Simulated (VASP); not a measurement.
The system is Nb4Ga.

```
Nb Ga
1.0
    -2.73046    2.73046    2.73046
     2.73046   -2.73046    2.73046
     2.73046    2.73046   -2.73046
Nb Ga
4 1
Direct
  0.00000 0.00000 0.50000
  0.00000 0.50000 0.00000
  0.50000 0.00000 0.00000
  0.50000 0.50000 0.50000
  0.00000 0.00000 0.00000
```

```yaml
Program: VASP 6.6.1
Task: relaxation of cell and atoms
Functional: PBE
Potentials_or_basis: VASP PAW PBE potentials, release 64 (Nb_sv, Ga_d)
Cutoff: 600 eV
k_mesh: 4 × 4 × 4
Occupations: gaussian, width 0.1 eV
Spin: no spin polarisation
```

At the start: pressure 50.3 GPa; volume 16.29 Å³/atom.

**Question.** Where does the relaxation end?

**Answer.** Over 5 steps the energy falls by 580.5 meV/atom and the volume is 20.80 Å³/atom (+27.7 %); space group Im-3m (No. 229, to 0.05 Å).

The path:
```
step  energy change (eV)  largest force (eV/Å)  pressure (GPa)  volume (Å³)
   1              0.0000                0.0000           50.29        81.43
   2              2.4087                0.0000          -21.91       157.74
   3             -2.8735                0.0000           -3.21       106.83
   4             -2.9007                0.0000           -0.84       104.70
   5             -2.9026                0.0000            0.01       103.99
```

Final structure:
```yaml
crystal:
  lattice:
    - [-2.96245, 2.96245, 2.96245]
    - [2.96245, -2.96245, 2.96245]
    - [2.96245, 2.96245, -2.96245]
  atoms:
    - { symbol: Nb, position: [0.00000, 0.00000, 0.50000] }
    - { symbol: Nb, position: [0.00000, 0.50000, 0.00000] }
    - { symbol: Nb, position: [0.50000, 0.00000, 0.00000] }
    - { symbol: Nb, position: [0.50000, 0.50000, 0.50000] }
    - { symbol: Ga, position: [0.00000, 0.00000, 0.00000] }
```

Caveat: the k points lie up to 0.37 Å⁻¹ apart in the final cell; the volume moved by over 15 % at a fixed basis, so the end points are rough.
